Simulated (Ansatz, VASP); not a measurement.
## Two plane-wave programs on Ta6F

INCAR

```
SYSTEM = Ta6F
ALGO = Normal
DIPOL = 0.5 0.5 0.319
EDIFF = 1E-7
ENCUT = 520
GGA = CA
IDIPOL = 3
ISIF = 2
ISMEAR = 0
ISPIN = 2
LASPH = .True.
LCHARG = .False.
LDIPOL = .True.
LMAXMIX = 4
LORBIT = 11
LREAL = .False.
LWAVE = .False.
MAGMOM = 0 0 0 0 0 0 1
NBANDS = 50
NELM = 150
PREC = Accurate
SIGMA = 0.1
```

File KPOINTS:

```
k-points
0
Gamma
  6 6 1
  0 0 0
```

File POSCAR:

```
Ta6F
1.0
    4.6002247516      0.0000000000      0.0000000000
   -2.3001123758      3.9839114980      0.0000000000
    0.0000000000      0.0000000000     21.4017722141
Ta F
6 1
Direct
    0.6666666667      0.3333333333      0.1869004099
    0.3333333333      0.6666666667      0.2307760729
    0.0000000000      0.0000000000      0.2746517360
    0.6666666667      0.3333333333      0.3157775353
    0.3333333333      0.6666666667      0.3543568624
    0.0000000000      0.0000000000      0.3925736677
    0.4444444444     -0.4444444444      0.4799496094
```

Input for Ansatz:

```yaml
crystal:
  lattice:
    - [4.6002247516, 0.0, 0.0]
    - [-2.3001123758, 3.983911498, 0.0]
    - [0.0, 0.0, 21.4017722141]
  atoms:
    - { symbol: Ta, position: [0.6666666667, 0.3333333333, 0.1869004099] }
    - { symbol: Ta, position: [0.3333333333, 0.6666666667, 0.2307760729] }
    - { symbol: Ta, position: [0.0, 0.0, 0.274651736] }
    - { symbol: Ta, position: [0.6666666667, 0.3333333333, 0.3157775353] }
    - { symbol: Ta, position: [0.3333333333, 0.6666666667, 0.3543568624] }
    - { symbol: Ta, position: [0.0, 0.0, 0.3925736677] }
    - { symbol: F, position: [0.4444444444, -0.4444444444, 0.4799496094], spin: 1.0 }
basis:
  ecutwfc: 420
kpoints:
  mp_grid: { grid: [6, 6, 1] }
hamiltonian:
  xc: lda
  pseudopotentials: { kind: paw, azcp: { folder: soft_1 } }
scf:
  occupations: { method: gaussian, width: 0.1 }
output:
  forces: true
  eigenvalues: true
  populations: true
magnetization:
  spin_polarized: true
efield:
  axis: 3
  dipole_correction: true
  ramp_width: 0.04
```

Alike in both runs: task single point; functional LDA; k mesh 6 × 6 × 1; occupations gaussian, width 0.1 eV; collinear spin.

```csv
,VASP,Ansatz
version,VASP 6.6.1,Ansatz 0.2.0
potentials or method,"VASP PAW LDA potentials, release 64 (Ta_pv, F), cutoff 520 eV","scalar-relativistic, plane waves, PAW"
valence electrons in the cell,73,85
```

VASP gave:

| Quantity | Value |
| --- | --- |
| gap on the k mesh at the Fermi level (eV) | none |
| rms of the force components (eV/Å) | 1.108 |
| net moment per atom (μB) | 0.00 |

Problem. What did Ansatz give for the same quantities?

Solution. gap on the k mesh at the Fermi level (eV): none; rms of the force components (eV/Å): 1.096; net moment per atom (μB): 0.00.

Ansatz warns that its potentials were made for another functional, while VASP's fit it. LDA's correlation is that of Perdew and Zunger in VASP and of Perdew and Wang (1992) in Ansatz. Atom by atom the forces differ by 0.025 eV/Å (rms over components). A gap of «none» marks a metal or a gap that the smearing closes. VASP's potentials hold 73 valence electrons a cell and Ansatz's 85, so a difference there can come from the potentials and not from the codes. Ansatz's warnings: seeded moment not kept.

Neither program's run includes spin-orbit coupling.
